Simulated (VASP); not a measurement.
# ScAl3 (Pm-3m) in VASP: vibrations by perturbation theory with LDA

Aim: the vibrations by perturbation theory of ScAl3 with LDA.

Everything below comes from runs of VASP 6.6.1. Logs are shortened: lines on timing, memory, paths and dates and some standing lists are left out, and cuts for length are marked.

## Step 1: The cell of the first run

Symmetry: Pm-3m, No. 221, cubic system. Conventional cell: a = 4.032 Å, b = 4.032 Å, c = 4.032 Å, α = 90.00°, β = 90.00°, γ = 90.00°. Al (site symmetry 4/mmm) has 8 Al at 2.85 Å and 4 Sc at 2.85 Å within 3.8 Å. Sc (site symmetry m-3m) has 12 Al at 2.85 Å within 3.8 Å.

## Step 2: Vibrations by perturbation theory, LDA

Contents of INCAR:

```
PREC = Accurate ; ENCUT = 520
EDIFF = 1E-8 ; ISMEAR = 0
SIGMA = 0.1 ; LREAL = F
LASPH = T ; NELM = 60
ALGO = Normal ; ISIF = 2
LWAVE = F ; LCHARG = T
IBRION = 8 ; NSW = 1
```

Contents of KPOINTS:

```
Automatic mesh
0
Gamma
  12 12 12
```

Contents of POSCAR:

```
ScAl3
1.0
    4.0320209867      0.0000000000      0.0000000000
    0.0000000000      4.0320209867      0.0000000000
    0.0000000000      0.0000000000      4.0320209867
Al Sc
3 1
Direct
    0.0000000000      0.5000000000      0.5000000000
    0.5000000000      0.0000000000      0.5000000000
    0.5000000000      0.5000000000      0.0000000000
    0.0000000000      0.0000000000      0.0000000000
```

Potentials or basis: VASP PAW LDA potentials, release 64 (Al, Sc_sv).

The run is started by

```bash
> cat potpaw_LDA.64/Al/POTCAR potpaw_LDA.64/Sc_sv/POTCAR > POTCAR
> mpirun -np 1 vasp_std > vasp.out
```

OUTCAR:

```text
PREC = Accurate
   ENCUT = 520
   EDIFF = 1E-8
   ISMEAR = 0
   LREAL = F
   LASPH = T
   NELM = 60
   ISIF = 2
   IBRION = 8
   NSW = 1

 ion  position               nearest neighbor table
   1  0.000  0.500  0.500-   2 2.85   3 2.85   4 2.85   3 2.85   4 2.85   2 2.85   4 2.85   4 2.85
                             2 2.85   3 2.85   3 2.85   2 2.85
   2  0.500  0.000  0.500-   1 2.85   3 2.85   4 2.85   3 2.85   4 2.85   1 2.85   3 2.85   3 2.85
                             1 2.85   4 2.85   4 2.85   1 2.85
   3  0.500  0.500  0.000-   1 2.85   2 2.85   4 2.85   1 2.85   2 2.85   2 2.85   4 2.85   2 2.85
                             1 2.85   4 2.85   1 2.85   4 2.85
   4  0.000  0.000  0.000-   1 2.85   2 2.85   3 2.85   1 2.85   2 2.85   1 2.85   3 2.85   1 2.85
                             2 2.85   3 2.85   2 2.85   3 2.85

  LATTYP: Found a simple cubic cell.
 ALAT       =     4.0320209867

  Lattice vectors:

 A1 = (   4.0320209867,   0.0000000000,   0.0000000000)
 A2 = (   0.0000000000,   4.0320209867,   0.0000000000)
 A3 = (   0.0000000000,   0.0000000000,   4.0320209867)

Analysis of symmetry for initial positions (statically):
=====================================================================
 Subroutine PRICEL returns:
 Original cell was already a primitive cell.

 Routine SETGRP: Setting up the symmetry group for a
 simple cubic supercell.

 Subroutine GETGRP returns: Found 48 space group operations
 (whereof 48 operations were pure point group operations)
 out of a pool of 48 trial point group operations.

The static configuration has the point symmetry O_h .

Analysis of symmetry for dynamics (positions and initial velocities):
[... 608 lines left out ...]
 -----------------------------------------------------------------------------------
    total drift:                                0.000000     -0.000000      0.000000

  FREE ENERGIE OF THE ION-ELECTRON SYSTEM (eV)
  ---------------------------------------------------
  free  energy   TOTEN  =       -21.2936098691 eV

  energy  without entropy=      -21.2873287576  energy(sigma->0) =      -21.29046931

[... ionic steps 2 to 12 ...]

--------------------------------------- Ionic step       13  -------------------------------------------

 Free energy of the ion-electron system (eV)
  ---------------------------------------------------
  ---------------------------------------------------
  free energy    TOTEN  =        -0.74419525 eV

  energy without entropy =       -0.74419525

------------------------ aborting loop because EDIFF is reached ----------------------------------------

 INTERNAL STRAIN TENSOR  FOR ION    4  DIRECTION 1   (eV/Angst):
 -----------------------------------------------------------------------------
    -0.00226  0.00000  0.00000
     0.00000  0.00037 -0.00000
    -0.00000 -0.00000  0.00037

 INTERNAL STRAIN TENSOR FOR ION    4 for displacements in x,y,z  (eV/Angst):
          X           Y           Z          XY          YZ          ZX
  --------------------------------------------------------------------------------
  x     0.00000     0.00000     0.00000     0.00000     0.00000     0.00000
  y     0.00000     0.00000     0.00000     0.00000     0.00000     0.00000
  z     0.00000     0.00000     0.00000     0.00000     0.00000     0.00000

 SECOND DERIVATIVES (NOT SYMMETRIZED)
 ------------------------------------
               1X          1Y          1Z          2X          2Y          2Z          3X          3Y          3Z          4X          4Y          4Z
  1X    -5.159136   -0.000000    0.000000    2.033463    0.000000    0.000000    2.033463   -0.000000    0.000000    1.092210   -0.000000   -0.000000
  1Y     0.000000   -6.716662    0.000000    0.000000    2.033491    0.000000    0.000000    0.120469    0.000000    0.000000    4.562701    0.000000
  1Z     0.000000    0.000000   -6.716662    0.000000    0.000000    0.120469    0.000000    0.000000    2.033491    0.000000    0.000000    4.562701
  2X     2.033491    0.000000    0.000000   -6.716662    0.000000    0.000000    0.120469    0.000000    0.000000    4.562701    0.000000    0.000000
  2Y     0.000000    2.033463   -0.000000   -0.000000   -5.159136    0.000000    0.000000    2.033463    0.000000    0.000000    1.092210    0.000000
  2Z     0.000000    0.000000    0.120469    0.000000    0.000000   -6.716662    0.000000    0.000000    2.033491    0.000000    0.000000    4.562701
  3X     2.033491    0.000000    0.000000    0.120469    0.000000    0.000000   -6.716662    0.000000    0.000000    4.562701    0.000000    0.000000
  3Y     0.000000    0.120469    0.000000    0.000000    2.033491    0.000000    0.000000   -6.716662    0.000000    0.000000    4.562701    0.000000
  3Z     0.000000    0.000000    2.033463   -0.000000    0.000000    2.033463    0.000000    0.000000   -5.159136    0.000000   -0.000000    1.092210
  4X     1.093697   -0.000000   -0.000000    4.563426    0.000000   -0.000000    4.563426    0.000000   -0.000000  -10.220548    0.000000   -0.000000
  4Y     0.000000    4.563426   -0.000000    0.000000    1.093697   -0.000000    0.000000    4.563426   -0.000000    0.000000  -10.220548   -0.000000
  4Z    -0.000000   -0.000000    4.563426    0.000000   -0.000000    4.563426   -0.000000   -0.000000    1.093697   -0.000000   -0.000000  -10.220548

 Eigenvectors and eigenvalues of the dynamical matrix
 ----------------------------------------------------

   1 f  =   10.315049 THz    64.811364 2PiTHz  344.072997 cm-1    42.659596 meV
             X         Y         Z           dx          dy          dz
      0.000000  2.016010  2.016010    -0.242850    0.045020    0.004331
      2.016010  0.000000  2.016010     0.522833   -0.020911    0.004331
      2.016010  2.016010  0.000000     0.522833    0.045020   -0.002012
      0.000000  0.000000  0.000000    -0.622003   -0.053559   -0.005152
[... 71 lines left out ...]
  12 f/i=    0.000745 THz     0.004679 2PiTHz    0.024840 cm-1     0.003080 meV
             X         Y         Z           dx          dy          dz
      0.000000  2.016010  2.016010     0.356658    0.292544   -0.039494
      2.016010  0.000000  2.016010     0.356615    0.292579   -0.039494
      2.016010  2.016010  0.000000     0.356615    0.292544   -0.039499
      0.000000  0.000000  0.000000     0.460264    0.377571   -0.050972

--------------------------------------------------------------------------------------------------------

 ELASTIC MODULI CONTR FROM IONIC RELAXATION (kBar)
 Direction    XX          YY          ZZ          XY          YZ          ZX
 --------------------------------------------------------------------------------
 XX           0.0000      0.0000      0.0000      0.0000      0.0000      0.0000
 YY           0.0000      0.0000      0.0000      0.0000      0.0000      0.0000
 ZZ           0.0000      0.0000      0.0000      0.0000      0.0000      0.0000
 XY           0.0000      0.0000      0.0000      0.0000      0.0000      0.0000
 YZ           0.0000      0.0000      0.0000      0.0000      0.0000      0.0000
 ZX           0.0000      0.0000      0.0000      0.0000      0.0000      0.0000
 --------------------------------------------------------------------------------
```

OSZICAR:

```text
N       E                     dE             d eps       ncg     rms          rms(c)
DAV:   1     0.120488909120E+03    0.12049E+03   -0.83913E+03  2368   0.131E+03
DAV:   2    -0.136678785908E+02   -0.13416E+03   -0.13216E+03  2478   0.381E+02
DAV:   3    -0.221451489833E+02   -0.84773E+01   -0.80497E+01  3904   0.781E+01
[... 59 lines left out ...]
RMM:  11    -0.744195304415E+00   -0.18726E-06   -0.68874E-08 10641   0.594E-04    0.665E-06
RMM:  12    -0.744195181848E+00    0.12257E-06    0.45681E-08 11405   0.344E-04    0.124E-05
RMM:  13    -0.744195233633E+00   -0.51785E-07   -0.30208E-09 10311   0.253E-04    0.441E-06
RMM:  14    -0.744195249700E+00   -0.16067E-07   -0.63258E-08 10941   0.185E-04    0.626E-07
RMM:  15    -0.744195248777E+00    0.92308E-09   -0.25571E-08 11262   0.135E-04    0.332E-06
 Linear response finished
```

stdout:

```text
POSCAR found type information on POSCAR AlSc
 POSCAR found :  2 types and       4 ions
 scaLAPACK will be used
 LDA part: xc-table for (Slater(with rela. corr.)+CA(PZ))
 , standard interpolation
 POSCAR, INCAR and KPOINTS ok, starting setup
 FFT: planning ... GRIDC
 FFT: planning ... GRID_SOFT
 FFT: planning ... GRID
 WAVECAR not read
 entering main loop
 Linear response reoptimize wavefunctions to high precision
 Linear response DOF=           3
 Linear response progress:
 first order change of Fermi-energy   0.27449E-04
 force on displaced ion       1 direction 1 :  -5.159   0.000  -0.000
 Linear response progress:
 first order change of Fermi-energy  -0.33543E-04
 force on displaced ion       1 direction 2 :   0.000  -6.717   0.000
 Linear response progress:
 first order change of Fermi-energy   0.85252E-03
 force on displaced ion       4 direction 1 : -10.221  -0.000   0.000
 Linear response finished
```

It took 6 min on 1 thread of Intel Xeon 6975P-C (Granite Rapids), shared host; peak memory 0.7 GiB.

What came out:

| Quantity | Value |
| --- | --- |
| Highest phonon frequency at Γ | 344 cm⁻¹ |

Phonon frequencies in cm⁻¹ (negative: imaginary):
| q point | frequencies |
| --- | --- |
| (0.000, 0.000, 0.000) | 0 0 0 249 249 249 263 263 263 344 344 344 |
